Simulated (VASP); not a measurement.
Here is a VASP 6.6.1 calculation.

File INCAR:

```
PREC = Accurate
ENCUT = 520
EDIFF = 1E-6
ISMEAR = -1
SIGMA = 0.05
LREAL = F
LASPH = T
NELM = 80
ALGO = Normal
ISIF = 2
LWAVE = F
LCHARG = F
GGA = PS
NBANDS = 16
```

File KPOINTS:

```
Automatic mesh
0
Gamma
  7 7 7
```

Contents of POSCAR:

```
HgTe
1.0
    0.0000000000      3.2218469041      3.2218469041
    3.2218469041      0.0000000000      3.2218469041
    3.2218469041      3.2218469041      0.0000000000
Hg Te
1 1
Direct
    0.0000000000      0.0000000000      0.0000000000
    0.5000000000      0.5000000000      0.5000000000
```

Potentials or basis: VASP PAW PBE potentials, release 64 (Hg, Te).

Command:

```bash
$ cat potpaw_PBE.64/Hg/POTCAR potpaw_PBE.64/Te/POTCAR > POTCAR
$ mpirun -np 1 vasp_std > vasp.out
```

(1) Estimate the band gap on the k mesh.

(2) Estimate the pressure.

## Answers

(1) zero (band 9 reaches 2.71 eV, above the bottom of band 10 at 0.92 eV).

(2) -7.1 GPa.

Caveat: the PAW data sets were made with another functional, which shifts forces and pressure a little; spin-orbit coupling is left out, which moves the levels of the heavy elements.
